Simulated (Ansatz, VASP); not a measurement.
## One calculation of CoO, two programs

```
CELL_PARAMETERS angstrom
2.85630 0.00000 0.00000
-1.42815 2.47363 0.00000
0.00000 0.00000 2.78761
ATOMIC_POSITIONS crystal
Co 0.00000 0.00000 0.00000
O 0.66667 0.33333 0.50000
```

Alike in both runs: task relaxation of cell and atoms; functional PBE; dispersion D3(BJ); k mesh 11 × 11 × 10; occupations fermi-dirac, width 0.05 eV; collinear spin.

```csv
,VASP,Ansatz
version,VASP 6.6.1,Ansatz 0.2.0
potentials or method,"VASP PAW PBE potentials, release 64 (Co, O)",Ansatz PAW
plane-wave cutoff (eV),600,420
valence electrons in the cell,15,23
```

VASP gave:

* gap on the k mesh at the Fermi level, each at its own relaxed structure (eV): none
* net moment per atom (μB): 1.50
* size of the moment on the site where the two differ most (μB): 2.54
* relaxed volume (Å³/atom): 9.19
* relaxed cell length with the largest relative difference (Å): 2.708

**Question.** What did Ansatz give for the same quantities?

**Answer.** gap on the k mesh at the Fermi level, each at its own relaxed structure (eV): none; net moment per atom (μB): 1.50; size of the moment on the site where the two differ most (μB): 2.50; relaxed volume (Å³/atom): 9.23; relaxed cell length with the largest relative difference (Å): 2.715.

Site moments also hang on the region over which each program counts them. A gap of «none» marks a metal or a gap that the smearing closes. VASP's potentials hold 15 valence electrons a cell and Ansatz's 23, so a difference there can come from the potentials and not from the codes.

Noted on Ansatz's run: the plane-wave basis is chosen anew once the cell has moved, so the energies of steps on either side of that aren't comparable.
